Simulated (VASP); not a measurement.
# Ir (C2/m) in VASP: single point with PBE

Aim: the single point of Ir with PBE.

Program: VASP 6.6.1. These are calculated values, not measurements. Logs are shortened: lines on timing, memory, paths and dates and some standing lists are left out, and cuts for length are marked.

**1. The cell of the first run**

The structure is monoclinic, space group C2/m (No. 12). Conventional cell: a = 4.702 Å, b = 2.715 Å, c = 4.702 Å, α = 90.00°, β = 109.47°, γ = 90.00°. Ir (site symmetry m) has 12 Ir at 2.67 to 2.76 Å within 3.5 Å.

**2. Single point, PBE (atoms displaced along a vibrational mode)**

The input, INCAR:

```
  PREC = Accurate
  ENCUT = 520
  EDIFF = 1E-6
  ISMEAR = 0
  SIGMA = 0.15
  LREAL = F
  LASPH = T
  NELM = 60
  ALGO = Fast
  ISIF = 2
  LWAVE = F
  LCHARG = F
  GGA = PE
  NBANDS = 16
```

The input, KPOINTS:

```
regular mesh
0
Gamma
  24 24 20
```

The input, POSCAR:

```
Ir
1.0
    0.0000000000     -1.9197000000     -1.9197000000
   -1.9197000000      0.0000000000     -1.9197000000
    1.9197000000      1.9197000000     -3.8394000000
Ir
2
Direct
    0.5079754613      0.5079754613      0.4999981519
   -0.0079754613     -0.0079754613      0.0000018481
```

Potentials or basis: VASP PAW PBE potentials, release 64 (Ir).

On the command line:

```
$ cat potpaw_PBE.64/Ir/POTCAR > POTCAR
$ mpirun -np 1 vasp_std > vasp.out
```

OUTCAR:

```text
PREC = Accurate
   ENCUT = 520
   EDIFF = 1E-6
   ISMEAR = 0
   LREAL = F
   LASPH = T
   NELM = 60
   ISIF = 2
   GGA = PE

 ion  position               nearest neighbor table
   1  0.508  0.508  0.500-   2 2.67   2 2.69   2 2.69   2 2.74   2 2.74   2 2.76
   2  0.992  0.992  0.000-   1 2.67   1 2.69   1 2.69   1 2.74   1 2.74   1 2.76

  LATTYP: Found a trigonal (rhomboedric) cell.
 ALAT       =     4.7022854592
 COS(alpha) =     0.8333333333

  Lattice vectors:

 A1 = (   1.9197000000,   3.8394000000,  -1.9197000000)
 A2 = (   3.8394000000,   1.9197000000,  -1.9197000000)
 A3 = (   1.9197000000,   1.9197000000,  -3.8394000000)

Analysis of symmetry for initial positions (statically):
=====================================================================
 Subroutine PRICEL returns:
 Original cell was already a primitive cell.

 Routine SETGRP: Setting up the symmetry group for a
 trigonal (rhombohedral) supercell.

 Subroutine GETGRP returns: Found  4 space group operations
 (whereof  2 operations were pure point group operations)
 out of a pool of 12 trial point group operations.

The static configuration has the point symmetry C_1h.
 The point group associated with its full space group is C_2h.

Analysis of symmetry for dynamics (positions and initial velocities):
=====================================================================
 Subroutine PRICEL returns:
 Original cell was already a primitive cell.

 Routine SETGRP: Setting up the symmetry group for a
 trigonal (rhombohedral) supercell.

 Subroutine GETGRP returns: Found  4 space group operations
 (whereof  2 operations were pure point group operations)
 out of a pool of 12 trial point group operations.

The dynamic configuration has the point symmetry C_1h.
 The point group associated with its full space group is C_2h.

 Subroutine INISYM returns: Found  4 space group operations
 (whereof  2 operations are pure point group operations),
 and found     1 'primitive' translations

----------------------------------------------------------------------------------------

                                     Primitive cell

  volume of cell :      28.2983

  direct lattice vectors                    reciprocal lattice vectors
     0.000000000 -1.919700000 -1.919700000     0.130228682 -0.390686045 -0.130228682
    -1.919700000  0.000000000 -1.919700000    -0.390686045  0.130228682 -0.130228682
     1.919700000  1.919700000 -3.839400000     0.130228682  0.130228682 -0.130228682

  length of vectors
     2.714865776  2.714865776  4.702285459     0.431919674  0.431919674  0.225562693

  position of ions in fractional coordinates (direct lattice)
     0.507975461  0.507975461  0.499998152
     0.992024539  0.992024539  0.000001848

  ion indices of the primitive-cell ions
   primitive index   ion index
                 1           1
                 2           2

----------------------------------------------------------------------------------------

 KPOINTS: regular mesh

Automatic generation of k-mesh.
 Grid dimensions read from file:
 generate k-points for:   24   24   20

 Generating k-lattice:

  Cartesian coordinates                     Fractional coordinates (reciprocal lattice)
     0.005426195 -0.016278585 -0.005426195     0.041666667  0.000000000 -0.000000000
    -0.016278585  0.005426195 -0.005426195     0.000000000  0.041666667 -0.000000000
     0.006511434  0.006511434 -0.006511434     0.000000000  0.000000000  0.050000000

  Length of vectors
     0.017996653  0.017996653  0.011278135

  Shift w.r.t. Gamma in fractional coordinates (k-lattice)
     0.000000000  0.000000000  0.000000000

 -----------------------------------------------------------------------------
|                                                                             |
|           W    W    AA    RRRRR   N    N  II  N    N   GGGG   !!!           |
|           W    W   A  A   R    R  NN   N  II  NN   N  G    G  !!!           |
|           W    W  A    A  R    R  N N  N  II  N N  N  G       !!!           |
|           W WW W  AAAAAA  RRRRR   N  N N  II  N  N N  G  GGG   !            |
|           WW  WW  A    A  R   R   N   NN  II  N   NN  G    G                |
|           W    W  A    A  R    R  N    N  II  N    N   GGGG   !!!           |
|                                                                             |
|     Your reciprocal lattice and k-lattice belong to different lattice       |
|     classes:                                                                |
|                                                                             |
|        The reciprocal lattice is rhombohedral (trigonal),                   |
|        whereas your k-lattice is base-centered monoclinic.                  |
|                                                                             |
|     Results are often still useful ...                                      |
|                                                                             |
 -----------------------------------------------------------------------------

 WARNING: IBZKPT: internal override: KBLOWUP is changed to .FALSE.
      ... skipping the blow-up phase ...

 Subroutine IBZKPT returns following result:
 ===========================================

 Found   3014 irreducible k-points:

 Following reciprocal coordinates:
            Coordinates               Weight
  0.000000  0.000000  0.000000      1.000000
  0.041667  0.000000  0.000000      4.000000
  0.083333  0.000000  0.000000      4.000000
  0.125000  0.000000 -0.000000      4.000000
  0.166667  0.000000  0.000000      4.000000
  0.208333  0.000000  0.000000      4.000000
[... 16 lines left out ...]
  0.416667  0.041667 -0.000000      4.000000
  0.458333  0.041667 -0.000000      4.000000
 [... further k-points ...]
   k-points           NKPTS =   3014   k-points in BZ     NKDIM =   3014   number of bands    NBANDS=     16
   number of dos      NEDOS =    301   number of ions     NIONS =      2
   total plane-waves  NPLWV =  14400
   dimension x,y,z NGX =    20 NGY =   20 NGZ =   36
   dimension x,y,z NGXF=    40 NGYF=   40 NGZF=   72
   ions per type =               2
   NGX,Y,Z   is equivalent  to a cutoff of  12.25, 12.25, 12.73 a.u.
   NGXF,Y,Z  is equivalent  to a cutoff of  24.49, 24.49, 25.46 a.u.
 SYSTEM =  unknown system
   PREC   = accura    normal or accurate (medium, high low for compatibility)
   ISTART =      0    job   : 0-new  1-cont  2-samecut
   ICHARG =      2    charge: 1-file 2-atom 10-const
   ISPIN  =      1    spin polarized calculation?
   LNONCOLLINEAR =      F non collinear calculations
   LSORBIT =      F    spin-orbit coupling
   LASPH  =      T    aspherical Exc in radial PAW
   ENCUT  =  520.0 eV  38.22 Ry    6.18 a.u.   5.05  5.05  8.74*2*pi/ulx,y,z
   NELM   =     60;   NELMIN=  2; NELMDL= -5     # of ELM steps
   EDIFF  = 0.1E-05   stopping-criterion for ELM
   LREAL  =      F    real-space projection
   EDIFFG = 0.1E-04   stopping-criterion for IOM
   NSW    =      0    number of steps for IOM
   IBRION =     -1    ionic relax: 0-MD 1-quasi-New 2-CG
   NFREE  =      0    steps in history (QN), initial steepest desc. (CG)
   ISIF   =      2    stress and relaxation
   ISYM   =      2    0-nonsym 1-usesym 2-fastsym
   POTIM  = 0.5000    time-step for ionic-motion
   TEBEG  =    0.0;   TEEND  =   0.0 temperature during run
   PSTRESS=    0.0 pullay stress
   NELECT =      18.0000    total number of electrons
   NUPDOWN=      -1.0000    fix difference up-down
   EMIN   =  10.00;   EMAX   =-10.00  energy-range for DOS
   EFERMI =   0.00;   METHOD = LEGACY
   ISMEAR =     0;   SIGMA  =   0.15  broadening in eV -4-tet -1-fermi 0-gaus
   EFERMI_NEDOS =   21; number of points for ismear=-14 and -15
   IALGO  =     68    algorithm
   IMIX   =      4    mixing-type and parameters
     AMIX     =   0.40;   BMIX     =  1.00
     AMIX_MAG =   1.60;   BMIX_MAG =  1.00
  volume/ion in A,a.u.               =      14.15        95.48
  Fermi-wavevector in a.u.,A,eV,Ry     =   1.407923  2.660589 26.970118  1.982248
  Thomas-Fermi vector in A             =   2.530133
   LORBIT       =      0    0 simple, 1 ext, 2 COOP (PROOUT), +10 PAW based schemes
   GGA     = PE    functional components
   LHFCALC =     F    Hartree Fock is set to
   AEXX    =    0.0000 exact exchange contribution
   IVDW    =     0    specifies the selected vdW correction
   LEPSILON=     F    determine dielectric tensor
   LRPA    =     F    only Hartree local field effects (RPA)
 non-spin polarized calculation
 RMM-DIIS sequential band-by-band and
 Gauss-broadening in eV      SIGMA  =   0.15
  energy-cutoff  :      520.00
  volume of cell :       28.30
 maximum number of plane-waves:       780
   NGX = 11   NGY = 11   NGZ = 17

 number of electron      17.9999999 magnetization

 Free energy of the ion-electron system (eV)
  ---------------------------------------------------
  ext. energy  EPLUGINS =         0.00000000
  ---------------------------------------------------
  free energy    TOTEN  =       -17.67459968 eV

  energy without entropy =      -17.65371973  energy(sigma->0) =      -17.66415971

 E-fermi :  10.3988     XC(G=0): -13.9868

 val. band max:       10.3985255913   @ k =  -0.4167   0.5000   0.3000
 cond. band min:      10.3989301160   @ k =  -0.2917  -0.2917   0.4500
 fundamental gap:      0.0004045247
 Fermi energy:        10.3987556698

 k-point     1 :       0.0000    0.0000    0.0000
  band No.  band energies     occupation
      1      -0.7135      2.00000
      2       2.3096      2.00000
      3       6.4162      2.00000
      4       6.4249      2.00000
      5       6.5044      2.00000
      6       6.5270      2.00000
[... 8 lines left out ...]
     15      24.7651      0.00000
     16      30.2927      0.00000

 k-point     2 :       0.0417    0.0000    0.0000
  band No.  band energies     occupation
      1      -0.6423      2.00000
      2       2.3749      2.00000
      3       6.3569      2.00000
      4       6.4716      2.00000
      5       6.4853      2.00000
      6       6.5401      2.00000
[... 8 lines left out ...]
     15      24.8894      0.00000
     16      29.9908      0.00000

 k-point     3 :       0.0833    0.0000    0.0000
  band No.  band energies     occupation
      1      -0.4313      2.00000
      2       2.5663      2.00000
      3       6.1860      2.00000
      4       6.3409      2.00000
      5       6.6370      2.00000
      6       6.6437      2.00000
[... 8 lines left out ...]
     15      25.2512      0.00000
     16      29.2032      0.00000

 k-point     4 :       0.1250    0.0000   -0.0000
  band No.  band energies     occupation
      1      -0.0896      2.00000
      2       2.8687      2.00000
      3       5.9367      2.00000
      4       6.1310      2.00000
      5       6.8048      2.00000
      6       6.8496      2.00000
[... 8 lines left out ...]
     15      25.8176      0.00000
     16      28.3430      0.00000

 k-point     5 :       0.1667    0.0000    0.0000
  band No.  band energies     occupation
      1       0.3669      2.00000
      2       3.2512      2.00000
      3       5.6551      2.00000
      4       5.8764      2.00000
      5       6.9980      2.00000
      6       7.0594      2.00000
[... 8 lines left out ...]
     15      26.5285      0.00000
     16      27.5284      0.00000

 k-point     6 :       0.2083    0.0000    0.0000
  band No.  band energies     occupation
      1       0.9137      2.00000
      2       3.6521      2.00000
      3       5.3995      2.00000
      4       5.6071      2.00000
      5       6.9029      2.00000
      6       7.1489      2.00000
[... 8 lines left out ...]
     15      26.7289      0.00000
     16      27.3335      0.00000
[... 267 lines left out ...]
 k-point    21 :       0.3333    0.0417    0.0000
  band No.  band energies     occupation
      1       2.4925      2.00000
      2       4.1229      2.00000
      3       4.9578      2.00000
      4       5.1859      2.00000
      5       6.2549      2.00000
      6       6.6702      2.00000
[... 8 lines left out ...]
     15      24.8737      0.00000
     16      27.9064      0.00000

 k-point    22 :       0.3750    0.0417   -0.0000
  band No.  band energies     occupation
      1       2.9703      2.00000
      2       3.9986      2.00000
      3       4.8437      2.00000
      4       5.0815      2.00000
      5       6.3925      2.00000
      6       6.5009      2.00000
[... 8 lines left out ...]
     15      23.7088      0.00000
     16      27.4062      0.00000

 k-point    23 :       0.4167    0.0417   -0.0000
  band No.  band energies     occupation
      1       3.2784      2.00000
      2       3.8583      2.00000
      3       4.7909      2.00000
      4       4.9818      2.00000
      5       6.3285      2.00000
      6       6.6556      2.00000
[... 8 lines left out ...]
     15      23.0501      0.00000
     16      26.9432      0.00000

 k-point    24 :       0.4583    0.0417   -0.0000
  band No.  band energies     occupation
      1       3.4326      2.00000
      2       3.7310      2.00000
      3       4.7489      2.00000
      4       4.9398      2.00000
      5       6.4059      2.00000
      6       6.7093      2.00000
[... 8 lines left out ...]
     15      24.1929      0.00000
     16      26.5446      0.00000

 [... further k-points ...]
[... 5 lines left out ...]
  --------------------------------------------------------------------------------------
  -------------------------------------------------------------------------------------
  Total        1.7702358      1.7702358      1.7012192      0.0719041     -0.0008315     -0.0008316
  in kB      100.2262806    100.2262806     96.3187339      4.0710314     -0.0470791     -0.0470826
  external PRESSURE =      98.9237650 kB  Pullay stress =       0.0000000 kB

 VOLUME and BASIS-vectors are now :
 -----------------------------------------------------------------------------
  energy-cutoff  :      520.00
  volume of cell :       28.30
      direct lattice vectors                 reciprocal lattice vectors
     0.000000000 -1.919700000 -1.919700000     0.130228682 -0.390686045 -0.130228682
    -1.919700000  0.000000000 -1.919700000    -0.390686045  0.130228682 -0.130228682
     1.919700000  1.919700000 -3.839400000     0.130228682  0.130228682 -0.130228682

 POSITION                                       TOTAL-FORCE (eV/Angst)
 -----------------------------------------------------------------------------------
     -0.01531     -0.01531     -3.87001         0.147383      0.147383      0.289173
     -1.90439     -1.90439     -3.80879        -0.147383     -0.147383     -0.289173
 -----------------------------------------------------------------------------------
    total drift:                                0.000000      0.000000     -0.000000

  FREE ENERGIE OF THE ION-ELECTRON SYSTEM (eV)
  ---------------------------------------------------
  free  energy   TOTEN  =       -17.6745996835 eV

  energy  without entropy=      -17.6537197316  energy(sigma->0) =      -17.66415971
```

Run time: 10 min. Hardware: 1 thread of Intel Xeon 6975P-C (Granite Rapids), shared host; peak memory 1.1 GiB.

Results:

```
Free energy            : -17.6746 eV
Pressure               : 9.9 GPa
Largest force          : 0.356 eV/Å
Band gap on the k mesh : zero (bands 9 and 10 overlap by 2.83 eV)
```

Forces in eV/Å, atoms in the order of the input:
```
Ir   0.147  0.147  0.289
Ir  -0.147 -0.147 -0.289
```

Stress tensor (GPa, compression positive):
```
10.02  0.41  0.00
 0.41 10.02  0.00
 0.00  0.00  9.63
```

Levels at points of the mesh, in eV from the Fermi level:
```csv
k point,band 6,band 7,band 8,band 9,band 10,band 11,band 12,band 13
"(0.00, 0.00, 0.00)",-3.87,-3.86,-1.20,-1.20,-0.75,0.87,0.89,7.28
"(0.50, 0.00, 0.00)",-3.68,-1.95,-1.89,1.04,1.10,3.81,3.98,8.04
"(0.50, 0.50, 0.00)",-0.79,0.81,0.88,0.91,1.48,1.52,1.80,7.24
"(0.00, 0.00, 0.50)",-3.47,-3.37,-3.35,-1.25,-1.23,-0.76,-0.75,13.80
"(0.50, 0.00, 0.50)",-0.76,0.85,0.87,0.91,1.46,1.50,1.73,7.26
"(0.50, 0.50, 0.50)",-3.62,-2.03,-1.90,1.00,1.14,3.71,4.07,7.87
```

Caveat: the cell differs from its parent crystal (atoms displaced along a vibrational mode); the cell stands under pressure; spin-orbit coupling is left out, which moves the levels of the heavy elements.
